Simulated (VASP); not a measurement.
The system is Ta2F.

```
CELL_PARAMETERS angstrom
2.85000 0.00000 0.00000
-1.42500 2.46817 0.00000
0.00000 0.00000 12.20000
ATOMIC_POSITIONS crystal
Ta 0.00000 0.00000 0.29500
Ta 0.00000 0.00000 0.70500
Ta 0.33333 0.66667 0.09800
Ta 0.66667 0.33333 0.90200
F 0.66667 0.33333 0.41000
F 0.33333 0.66667 0.59000
```

```yaml
Program: VASP 6.6.1
Task: relaxation of cell and atoms
Functional: PBE
Potentials_or_basis: VASP PAW PBE potentials, release 64 (Ta_pv, F)
Cutoff: 600 eV
k_mesh: 6 × 6 × 2
Occupations: gaussian, width 0.2 eV
Spin: no spin polarisation
```

At the start: pressure 23.2 GPa; volume 14.30 Å³/atom.

Question: How do energy, volume and symmetry change on relaxing?

Answer: Over 16 steps the energy falls by 111.1 meV/atom and the volume is 16.07 Å³/atom (+12.4 %); space group P-3m1 (No. 164, to 0.05 Å).

Step by step:
```tsv
step	energy change (eV)	largest force (eV/Å)	pressure (GPa)	volume (Å³)
1	0.0000	0.8995	23.15	85.82
2	1.0922	2.0754	-23.36	114.12
3	-0.6183	0.6104	-0.84	95.41
4	-0.6202	0.5524	0.08	94.93
5	-0.6202	0.5294	0.45	94.74
6	-0.6395	0.1875	0.22	95.28
7	-0.6395	0.1868	0.22	95.28
8	-0.6449	0.1270	-0.23	95.65
9	-0.6464	0.1375	-0.62	95.97
10	-0.6503	0.1671	0.00	95.75
11	-0.6526	0.2102	0.88	95.44
12	-0.6557	0.1844	0.75	95.57
13	-0.6623	0.1101	0.39	95.94
14	-0.6631	0.1332	-0.23	96.67
15	-0.6650	0.0833	0.05	96.32
16	-0.6664	0.0786	0.03	96.42
```

Final structure:
```cif
data_structure
_symmetry_space_group_name_H-M 'P 1'
_symmetry_Int_Tables_number 1
_cell_length_a 2.9136
_cell_length_b 2.9136
_cell_length_c 13.1153
_cell_angle_alpha 90.000
_cell_angle_beta 90.000
_cell_angle_gamma 120.000
_cell_volume 96.42
loop_
_atom_site_label
_atom_site_type_symbol
_atom_site_fract_x
_atom_site_fract_y
_atom_site_fract_z
_atom_site_occupancy
Ta1 Ta 0.00000 0.00000 0.29277 1
Ta2 Ta 0.00000 0.00000 0.70723 1
Ta3 Ta 0.33333 0.66667 0.09869 1
Ta4 Ta 0.66667 0.33333 0.90131 1
F1 F 0.66667 0.33333 0.40393 1
F2 F 0.33333 0.66667 0.59607 1
```

Caveat: the k points lie up to 0.42 Å⁻¹ apart in the final cell; the relaxation stopped at a loose force limit of 0.08 eV/Å, so its end isn't a converged minimum.
